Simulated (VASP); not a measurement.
Runs of VASP 6.6.1 on S. The structure is that of space group Fm-3m (No. 225), or close to it. The cells are those of the table. 

```csv
task,cell,k mesh,cutoff (eV),gap on the mesh (eV),pressure (GPa)
relaxation of cell and atoms,"relaxed from a = 2.886 Å, angles 60.0°, 1 atom",17 × 17 × 17,600,none,0.0
single point,"a = 2.822 Å, angles 60.0°, 1 atom",17 × 17 × 17,520,none,-0.2
single point,"a = 2.259 Å, angles 60.0°, 1 atom",20 × 20 × 20,520,none,(a)
single point,"a = 2.258 Å, angles 60.0°, 1 atom",20 × 20 × 20,520,none,197.3
relaxation of cell and atoms,"relaxed to 200 GPa from a = 2.256 Å, angles 60.0°, 1 atom",20 × 20 × 20,600,none,200.0
single point,"a = 2.256 Å, angles 60.0°, 1 atom",20 × 20 × 20,500,none,199.1
relaxation of cell and atoms,"relaxed to 200 GPa from a = 2.258 Å, angles 60.0°, 1 atom",20 × 20 × 20,600,none,200.0
```

Alike in all rows: level PBE; potentials or basis VASP PAW PBE potentials, release 64 (S); no spin polarisation; smearing fermi-dirac 0.08 eV.

Task: Fill in the values left out.

Result: (a) 196.7.

Caveats: the cell is relaxed towards a set pressure, so the enthalpy falls and the energy may rise (some runs).

A gap of «none» marks levels without a gap at the run's occupations.
